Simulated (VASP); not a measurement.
# SnO2 (Pnnm) in VASP: notebook

SnO2 is run at these levels: PBE; tasks: single point.

Program: VASP 6.6.1. These are calculated values, not measurements. Logs are shortened: lines on timing, memory, paths and dates and some standing lists are left out, and cuts for length are marked.

## (1) The cell of the first run

The structure is orthorhombic, space group Pnnm (No. 58). The conventional cell has a = 4.715 Å, b = 4.715 Å, c = 3.389 Å, α = 90.00°, β = 90.00°, γ = 90.00°. Within 2.7 Å of Sn (site symmetry 2/m) lie 6 O at 2.06 to 2.14 Å. Within 2.7 Å of O (site symmetry m) lie 3 Sn at 2.06 to 2.14 Å and 1 O at 2.63 Å.

## (2) Single point, PBE (atoms displaced along a vibrational mode, the cell strained)

The input, INCAR:

```
SYSTEM = SnO2
PREC     = Accurate       ! precision mode
ENCUT    = 520            ! plane-wave cutoff, eV
EDIFF    = 1E-7           ! SCF threshold, eV
ISMEAR   = 0              ! smearing method
SIGMA    = 0.05           ! smearing width, eV
LREAL    = .FALSE.        ! projectors in reciprocal space
LASPH    = .TRUE.         ! aspherical terms in the spheres
NELM     = 80             ! most SCF steps
ALGO     = Normal         ! electronic algorithm
ISIF     = 2              ! what is computed and relaxed
LWAVE    = .FALSE.        ! write WAVECAR
LCHARG   = .TRUE.         ! write CHGCAR
GGA      = PE             ! functional
LELF     = .TRUE.         ! ELF
LVHAR    = .TRUE.       
NBANDS   = 35             ! bands
```

The input, KPOINTS:

```
Automatic mesh
0
G
  6 6 8
  0 0 0
```

The input, POSCAR:

```
SnO2
1.0
    4.7150643165      0.0000000000      0.0000000000
    0.0000000000      4.7150776811      0.0000000000
    0.0000000000      0.0000000000      3.3891114669
Sn O
2 4
Direct
    0.5000000000      0.5000000000      0.5000000000
    0.0000000000      0.0000000000      0.0000000000
    0.2696607915      0.3435373615      0.0000000000
    0.7696607915      0.1564626385      0.5000000000
    0.2303392085      0.8435373615      0.5000000000
    0.7303392085      0.6564626385      0.0000000000
```

Potentials or basis: VASP PAW PBE potentials, release 64 (Sn_d, O).

On the command line:

```bash
cat potpaw_PBE.64/Sn_d/POTCAR potpaw_PBE.64/O/POTCAR > POTCAR
mpirun -np 1 vasp_std > vasp.out
```

OUTCAR:

```text
SYSTEM = SnO2
   PREC = Accurate
   ENCUT = 520
   EDIFF = 1E-7
   ISMEAR = 0
   LREAL = .FALSE.
   LASPH = .TRUE.
   NELM = 80
   ISIF = 2
   GGA = PE

 ion  position               nearest neighbor table
   1  0.500  0.500  0.500-   4 2.06   5 2.06   3 2.14   6 2.14   3 2.14   6 2.14   2 3.74   2 3.74
                             2 3.74   2 3.74   2 3.74   2 3.74   2 3.74   2 3.74
   2  0.000  0.000  0.000-   3 2.06   6 2.06   5 2.14   4 2.14   4 2.14   5 2.14   1 3.74   1 3.74
                             1 3.74   1 3.74   1 3.74   1 3.74   1 3.74   1 3.74
   3  0.270  0.344  0.000-   2 2.06   1 2.14   1 2.14
   4  0.770  0.156  0.500-   1 2.06   2 2.14   2 2.14
   5  0.230  0.844  0.500-   1 2.06   2 2.14   2 2.14
   6  0.730  0.656  0.000-   2 2.06   1 2.14   1 2.14

  LATTYP: Found a simple tetragonal cell.
 ALAT       =     4.7150643165
 C/A-ratio  =     0.7187837195

  Lattice vectors:

 A1 = (   4.7150643165,   0.0000000000,   0.0000000000)
 A2 = (   0.0000000000,   4.7150776811,   0.0000000000)
 A3 = (   0.0000000000,   0.0000000000,   3.3891114669)

Analysis of symmetry for initial positions (statically):
=====================================================================
 Subroutine PRICEL returns:
 Original cell was already a primitive cell.

 Routine SETGRP: Setting up the symmetry group for a
 simple tetragonal supercell.

 Subroutine GETGRP returns: Found  8 space group operations
 (whereof  4 operations were pure point group operations)
 out of a pool of 16 trial point group operations.

The static configuration has the point symmetry C_2h.
 The point group associated with its full space group is D_2h.

Analysis of symmetry for dynamics (positions and initial velocities):
=====================================================================
 Subroutine PRICEL returns:
 Original cell was already a primitive cell.

 Routine SETGRP: Setting up the symmetry group for a
 simple tetragonal supercell.

 Subroutine GETGRP returns: Found  8 space group operations
 (whereof  4 operations were pure point group operations)
 out of a pool of 16 trial point group operations.

The dynamic configuration has the point symmetry C_2h.
 The point group associated with its full space group is D_2h.

 Subroutine INISYM returns: Found  8 space group operations
 (whereof  4 operations are pure point group operations),
 and found     1 'primitive' translations

----------------------------------------------------------------------------------------

                                     Primitive cell

  volume of cell :      75.3464

  direct lattice vectors                    reciprocal lattice vectors
     4.715064317  0.000000000  0.000000000     0.212086184  0.000000000  0.000000000
     0.000000000  4.715077681  0.000000000     0.000000000  0.212085583  0.000000000
     0.000000000  0.000000000  3.389111467     0.000000000  0.000000000  0.295062588

  length of vectors
     4.715064317  4.715077681  3.389111467     0.212086184  0.212085583  0.295062588

  position of ions in fractional coordinates (direct lattice)
     0.500000000  0.500000000  0.500000000
     0.000000000  0.000000000  0.000000000
     0.269660792  0.343537361  0.000000000
     0.769660792  0.156462639  0.500000000
     0.230339208  0.843537361  0.500000000
     0.730339208  0.656462639  0.000000000

  ion indices of the primitive-cell ions
   primitive index   ion index
                 1           1
                 2           2
                 3           3
                 4           4
                 5           5
                 6           6

----------------------------------------------------------------------------------------

 KPOINTS: Automatic mesh

Automatic generation of k-mesh.
 Grid dimensions read from file:
 generate k-points for:    6    6    8

 Generating k-lattice:

  Cartesian coordinates                     Fractional coordinates (reciprocal lattice)
     0.035347697  0.000000000  0.000000000     0.166666667  0.000000000  0.000000000
     0.000000000  0.035347597  0.000000000     0.000000000  0.166666667  0.000000000
     0.000000000  0.000000000  0.036882823     0.000000000  0.000000000  0.125000000

  Length of vectors
     0.035347697  0.035347597  0.036882823

  Shift w.r.t. Gamma in fractional coordinates (k-lattice)
     0.000000000  0.000000000  0.000000000

 Subroutine IBZKPT returns following result:
 ===========================================

 Found     80 irreducible k-points:

 Following reciprocal coordinates:
            Coordinates               Weight
  0.000000  0.000000  0.000000      1.000000
  0.166667  0.000000  0.000000      2.000000
  0.000000  0.166667  0.000000      2.000000
  0.333333  0.000000  0.000000      2.000000
  0.000000  0.333333  0.000000      2.000000
  0.500000  0.000000  0.000000      1.000000
[... 16 lines left out ...]
  0.000000  0.500000  0.125000      2.000000
  0.166667  0.166667  0.125000      8.000000
 [... further k-points ...]
   k-points           NKPTS =     80   k-points in BZ     NKDIM =     80   number of bands    NBANDS=     35
   number of dos      NEDOS =    301   number of ions     NIONS =      6
   total plane-waves  NPLWV =  36288
   dimension x,y,z NGX =    36 NGY =   36 NGZ =   28
   dimension x,y,z NGXF=    72 NGYF=   72 NGZF=   56
   ions per type =               2   4
   NGX,Y,Z   is equivalent  to a cutoff of  12.69, 12.69, 13.73 a.u.
   NGXF,Y,Z  is equivalent  to a cutoff of  25.39, 25.39, 27.47 a.u.
 SYSTEM =  SnO2
   PREC   = accura    normal or accurate (medium, high low for compatibility)
   ISTART =      0    job   : 0-new  1-cont  2-samecut
   ICHARG =      2    charge: 1-file 2-atom 10-const
   ISPIN  =      1    spin polarized calculation?
   LNONCOLLINEAR =      F non collinear calculations
   LSORBIT =      F    spin-orbit coupling
   LASPH  =      T    aspherical Exc in radial PAW
   ENCUT  =  520.0 eV  38.22 Ry    6.18 a.u.   8.77  8.77  6.30*2*pi/ulx,y,z
   NELM   =     80;   NELMIN=  2; NELMDL= -5     # of ELM steps
   EDIFF  = 0.1E-06   stopping-criterion for ELM
   LREAL  =      F    real-space projection
   EDIFFG = 0.1E-05   stopping-criterion for IOM
   NSW    =      0    number of steps for IOM
   IBRION =     -1    ionic relax: 0-MD 1-quasi-New 2-CG
   NFREE  =      0    steps in history (QN), initial steepest desc. (CG)
   ISIF   =      2    stress and relaxation
   ISYM   =      2    0-nonsym 1-usesym 2-fastsym
   POTIM  = 0.5000    time-step for ionic-motion
   TEBEG  =    0.0;   TEEND  =   0.0 temperature during run
   PSTRESS=    0.0 pullay stress
   NELECT =      52.0000    total number of electrons
   NUPDOWN=      -1.0000    fix difference up-down
   EMIN   =  10.00;   EMAX   =-10.00  energy-range for DOS
   EFERMI =   0.00;   METHOD = LEGACY
   ISMEAR =     0;   SIGMA  =   0.05  broadening in eV -4-tet -1-fermi 0-gaus
   EFERMI_NEDOS =   21; number of points for ismear=-14 and -15
   IALGO  =     38    algorithm
   IMIX   =      4    mixing-type and parameters
     AMIX     =   0.40;   BMIX     =  1.00
     AMIX_MAG =   1.60;   BMIX_MAG =  1.00
  volume/ion in A,a.u.               =      12.56        84.74
  Fermi-wavevector in a.u.,A,eV,Ry     =   1.446733  2.733930 28.477504  2.093037
  Thomas-Fermi vector in A             =   2.564768
   LORBIT       =      0    0 simple, 1 ext, 2 COOP (PROOUT), +10 PAW based schemes
   GGA     = PE    functional components
   LHFCALC =     F    Hartree Fock is set to
   AEXX    =    0.0000 exact exchange contribution
   IVDW    =     0    specifies the selected vdW correction
   LEPSILON=     F    determine dielectric tensor
   LRPA    =     F    only Hartree local field effects (RPA)
 non-spin polarized calculation
 Gauss-broadening in eV      SIGMA  =   0.05
  energy-cutoff  :      520.00
  volume of cell :       75.35
 maximum number of plane-waves:      2056
   NGX = 17   NGY = 17   NGZ = 13

 number of electron      51.9999975 magnetization

 Free energy of the ion-electron system (eV)
  ---------------------------------------------------
  ext. energy  EPLUGINS =         0.00000000
  ---------------------------------------------------
  free energy    TOTEN  =       -37.05541960 eV

  energy without entropy =      -37.05541960  energy(sigma->0) =      -37.05541960

 E-fermi :   5.5081     XC(G=0): -11.0409

 val. band max:        5.2924504740   @ k =   0.3333   0.0000   0.0000
 cond. band min:       6.2172357234   @ k =   0.0000   0.0000   0.0000
 fundamental gap:      0.9247852494
 Fermi energy:         5.5080873125

 k-point     1 :       0.0000    0.0000    0.0000
  band No.  band energies     occupation
      1     -15.3962      2.00000
      2     -14.6912      2.00000
      3     -14.6414      2.00000
      4     -14.6185      2.00000
      5     -14.6089      2.00000
      6     -14.5984      2.00000
[... 27 lines left out ...]
     34      17.2936      0.00000
     35      17.7361      0.00000

 k-point     2 :       0.1667    0.0000    0.0000
  band No.  band energies     occupation
      1     -15.3572      2.00000
      2     -14.7355      2.00000
      3     -14.6410      2.00000
      4     -14.6360      2.00000
      5     -14.6067      2.00000
      6     -14.5974      2.00000
[... 27 lines left out ...]
     34      17.4214      0.00000
     35      17.9306      0.00000

 k-point     3 :       0.0000    0.1667    0.0000
  band No.  band energies     occupation
      1     -15.3577      2.00000
      2     -14.7355      2.00000
      3     -14.6418      2.00000
      4     -14.6368      2.00000
      5     -14.6065      2.00000
      6     -14.5974      2.00000
[... 27 lines left out ...]
     34      17.3876      0.00000
     35      17.5760      0.00000
[... 723 lines left out ...]
 k-point    23 :       0.0000    0.5000    0.1250
  band No.  band energies     occupation
      1     -15.0773      2.00000
      2     -15.0773      2.00000
      3     -14.6718      2.00000
      4     -14.6718      2.00000
      5     -14.5895      2.00000
      6     -14.5895      2.00000
[... 27 lines left out ...]
     34      17.2996      0.00000
     35      17.6838      0.00000

 k-point    24 :       0.1667    0.1667    0.1250
  band No.  band energies     occupation
      1     -15.2870      2.00000
      2     -14.8235      2.00000
      3     -14.6844      2.00000
      4     -14.6494      2.00000
      5     -14.6189      2.00000
      6     -14.5872      2.00000
[... 27 lines left out ...]
     34      17.2573      0.00000
     35      18.0188      0.00000

 [... further k-points ...]

------------------------ aborting loop because EDIFF is reached ----------------------------------------

  FORCE on cell =-STRESS in cart. coord.  units (eV):
  Direction    XX          YY          ZZ          XY          YZ          ZX
  --------------------------------------------------------------------------------------
  -------------------------------------------------------------------------------------
  Total        0.2421061      0.8728376     -5.3808542      0.0000000      0.0000000      0.0000000
  in kB        5.1481837     18.5601593   -114.4193501      0.0000000      0.0000000      0.0000000
  external PRESSURE =     -30.2370024 kB  Pullay stress =       0.0000000 kB

 VOLUME and BASIS-vectors are now :
 -----------------------------------------------------------------------------
  energy-cutoff  :      520.00
  volume of cell :       75.35
      direct lattice vectors                 reciprocal lattice vectors
     4.715064317  0.000000000  0.000000000     0.212086184  0.000000000  0.000000000
     0.000000000  4.715077681  0.000000000     0.000000000  0.212085583  0.000000000
     0.000000000  0.000000000  3.389111467     0.000000000  0.000000000  0.295062588

 POSITION                                       TOTAL-FORCE (eV/Angst)
 -----------------------------------------------------------------------------------
      2.35753      2.35754      1.69456         0.000000      0.000000      0.000000
      0.00000      0.00000      0.00000         0.000000      0.000000      0.000000
      1.27147      1.61981      0.00000         0.395904     -0.042106      0.000000
      3.62900      0.73773      1.69456         0.395904      0.042106     -0.000000
      1.08606      3.97734      1.69456        -0.395904     -0.042106      0.000000
      3.44360      3.09527      0.00000        -0.395904      0.042106      0.000000
 -----------------------------------------------------------------------------------
    total drift:                                0.000000      0.000000      0.000000

  FREE ENERGIE OF THE ION-ELECTRON SYSTEM (eV)
  ---------------------------------------------------
  free  energy   TOTEN  =       -37.0554195980 eV

  energy  without entropy=      -37.0554195980  energy(sigma->0) =      -37.05541960
```

Run time: 75 s. Hardware: 1 thread of Intel Xeon 6975P-C (Granite Rapids), shared host; peak memory 0.29 GiB.

What came out:

```
Free energy            : -37.0554 eV
Pressure               : -3.0 GPa
Largest force          : 0.398 eV/Å
Band gap on the k mesh : 0.92 eV (least direct gap 1.14 eV)
```

Forces on the atoms (eV/Å):
```
Sn   0.000  0.000  0.000
Sn   0.000  0.000  0.000
O    0.396 -0.042  0.000
O    0.396  0.042  0.000
O   -0.396 -0.042  0.000
O   -0.396  0.042  0.000
```

Caveat: the cell differs from its parent crystal (atoms displaced along a vibrational mode, the cell strained); the cell stands under tension; spin-orbit coupling is left out, which moves the levels of the heavy elements. A k mesh can miss the band edges.

## (3) Single point, PBE (atoms displaced along a vibrational mode, the cell strained)

The input, INCAR:

```
  PREC = Accurate
  ENCUT = 520
  EDIFF = 1E-6
  ISMEAR = 0
  SIGMA = 0.05
  LREAL = F
  LASPH = T
  NELM = 60
  ALGO = Normal
  ISIF = 2
  LWAVE = F
  LCHARG = F
  GGA = PE
  NBANDS = 35
```

The input, KPOINTS:

```
regular mesh
0
Gamma
  6 6 8
```

The input, POSCAR:

```
SnO2
1.0
    4.9405222631      0.0000000000      0.0000000000
    0.0000000000      4.9405362667      0.0000000000
    0.0000000000      0.0000000000      3.0866914697
Sn O
2 4
Direct
    0.5000000000      0.5000000000      0.5000000000
    0.0000000000      0.0000000000      0.0000000000
    0.3434840913      0.2697233079      0.0000000000
    0.8434840913      0.2302766921      0.5000000000
    0.1565159087      0.7697233079      0.5000000000
    0.6565159087      0.7302766921      0.0000000000
```

Potentials or basis: VASP PAW PBE potentials, release 64 (Sn_d, O).

On the command line:

```bash
cat potpaw_PBE.64/Sn_d/POTCAR potpaw_PBE.64/O/POTCAR > POTCAR
mpirun -np 1 vasp_std > vasp.out
```

Wall time 66 s (1 thread of Intel Xeon 6975P-C (Granite Rapids), shared host); peak memory 0.29 GiB.

It converged, with:

| Item | Value |
| --- | --- |
| Free energy | -37.0233 eV |
| Pressure | 1.6 GPa |
| Largest force | 0.267 eV/Å |
| Band gap on the k mesh | 1.22 eV (least direct gap 1.28 eV) |

Forces on the atoms (eV/Å):
```
Sn   0.000  0.000  0.000
Sn   0.000  0.000  0.000
O   -0.174  0.202  0.000
O   -0.174 -0.202  0.000
O    0.174  0.202  0.000
O    0.174 -0.202  0.000
```

Stress tensor (GPa, compression positive):
```
-2.02  0.00  0.00
 0.00 -5.39  0.00
 0.00  0.00 12.15
```

Levels at points of the mesh, in eV from the valence-band top:
```
           k point  band 22  band 23  band 24  band 25  band 26  band 27  band 28  band 29  band 30  band 31
(0.00, 0.00, 0.00)    -0.87    -0.68    -0.64    -0.32    -0.06     1.22     6.29     6.65     6.93    10.13
(0.50, 0.00, 0.00)    -1.79    -0.76    -0.76    -0.66    -0.66     4.19     4.19     8.10     8.10     9.83
(0.00, 0.50, 0.00)    -1.54    -0.76    -0.76    -0.12    -0.12     3.78     3.78     7.05     7.05    10.15
(0.50, 0.50, 0.00)    -1.68    -0.86    -0.86    -0.62    -0.62     4.62     4.62     7.56     7.56    10.12
(0.00, 0.00, 0.50)    -2.39    -1.27    -1.27    -0.73    -0.73     5.63     5.63     9.04     9.04    10.05
(0.50, 0.00, 0.50)    -1.09    -1.00    -1.00    -0.46    -0.46     5.66     5.66     7.03     7.03    11.52
(0.00, 0.50, 0.50)    -1.61    -0.84    -0.84    -0.67    -0.67     5.94     5.94     7.50     7.50    10.89
(0.50, 0.50, 0.50)    -2.23    -0.77    -0.77    -0.49    -0.49     4.41     4.41     8.73     8.73    10.33
```

Caveat: the cell differs from its parent crystal (atoms displaced along a vibrational mode, the cell strained); spin-orbit coupling is left out, which moves the levels of the heavy elements.
